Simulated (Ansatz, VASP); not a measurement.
One calculation of MgS, two programs

Contents of POSCAR:

```
MgS
1.0
    0.0000000000      2.9588324721      2.6322028850
    2.9588324721      0.0000000000      2.6322028850
    2.9588324721      2.9588324721      0.0000000000
Mg S
1 1
Direct
    0.0000000000      0.0000000000      0.0000000000
    0.2500000000      0.2500000000      0.2500000000
```

The input INCAR.step1:

```
SYSTEM = MgS
PREC = Accurate ; ENCUT = 520
EDIFF = 1E-5 ; ISMEAR = 0
SIGMA = 0.01 ; LREAL = .FALSE.
LASPH = .TRUE. ; NELM = 100
ALGO = Normal ; ISIF = 2
LWAVE = .TRUE. ; LCHARG = .FALSE.
GGA = PE ; NBANDS = 11
```

The input INCAR.step2:

```
SYSTEM = MgS
PREC = Accurate ; ENCUT = 520
EDIFF = 1E-7 ; ISMEAR = 0
SIGMA = 0.01 ; LREAL = .FALSE.
LASPH = .TRUE. ; NELM = 100
ALGO = Normal ; ISIF = 2
LWAVE = .FALSE. ; LCHARG = .FALSE.
GGA = PE ; LHFCALC = .TRUE.
HFSCREEN = 0.2079 ; PRECFOCK = Normal
ISTART = 1 ; NBANDS = 11
```

File KPOINTS:

```
regular mesh
0
G
  6 6 6
  0 0 0
```

Input for Ansatz:

```yaml
crystal:
  lattice:
    - [0.0, 2.9588324721, 2.632202885]
    - [2.9588324721, 0.0, 2.632202885]
    - [2.9588324721, 2.9588324721, 0.0]
  atoms:
    - { symbol: Mg, position: [0.0, 0.0, 0.0] }
    - { symbol: S, position: [0.25, 0.25, 0.25] }
kpoints:
  mp_grid: { grid: [6, 6, 6] }
  band_path:
    path:
      - [0.0, 0.0, 0.0]
      - [-0.5, -0.5, 0.0]
      - [-0.375, -0.375, 0.25]
      - [-0.375, 0.0, 0.375]
      - [0.0, 0.0, 0.5]
      - [-0.5, -0.25, 0.25]
    npoints: 1
hamiltonian:
  xc: hse06
scf:
  occupations: { method: fixed }
  n_extra_bands: 4
output:
  forces: true
  stress: true
  eigenvalues: true
```

Change from the starting cell: epitaxial_xy strain +4.5%.

Alike in both runs: task single point; functional HSE06; k mesh 6 × 6 × 6; no spin polarisation.

|  | VASP | Ansatz |
| --- | --- | --- |
| version | VASP 6.6.1 | Ansatz 0.2.0 |
| potentials or method | VASP PAW PBE potentials, release 64 (Mg, S) | plane waves, PAW |
| plane-wave cutoff (eV) | 520 | 420 |
| occupations | gaussian, width 0.01 eV | fixed |
| valence electrons in the cell | 8 | 16 |

|  | VASP | Ansatz | Ansatz less VASP |
| --- | --- | --- | --- |
| gap on the k mesh at the Fermi level (eV) | 4.20 | 4.22 | +0.017 |
| pressure (GPa) | -1.4 | -1.3 | +0.17 |
| traceless stress, the component that is largest in VASP (GPa) | 1.35 | 1.33 | -0.025 |

VASP's potentials hold 8 valence electrons a cell and Ansatz's 16, so a difference there can come from the potentials and not from the codes. Ansatz's warnings: stress exchange threshold loose, stress scf threshold loose.
